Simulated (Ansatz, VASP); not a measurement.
# ZnO in VASP and in Ansatz

```
Zn O
1.0
     3.28797    0.00000    0.00000
    -1.64398    2.84746    0.00000
     0.00000    0.00000    7.13044
Zn O
2 2
Direct
  0.00000 0.00000 0.75000
  0.00000 0.00000 0.25000
  0.33333 0.66667 0.25000
  0.66667 0.33333 0.75000
```

Alike in both runs: task single point; functional LDA; k mesh 12 × 12 × 4; no spin polarisation.

|  | VASP | Ansatz |
| --- | --- | --- |
| version | VASP 6.6.1 | Ansatz 0.2.0 |
| potentials or method | VASP PAW LDA potentials, release 64 (Zn, O), cutoff 600 eV | plane waves, PAW |
| occupations | gaussian, width 0.01 eV | fixed |
| valence electrons in the cell | 36 | 36 |

```csv
,VASP,Ansatz,Ansatz less VASP
pressure (GPa),-7.6,-8.2,-0.60
"traceless stress, the component that is largest in VASP (GPa)",5.62,6.42,+0.805
```

LDA's correlation is that of Perdew and Zunger in VASP and of Perdew and Wang (1992) in Ansatz.
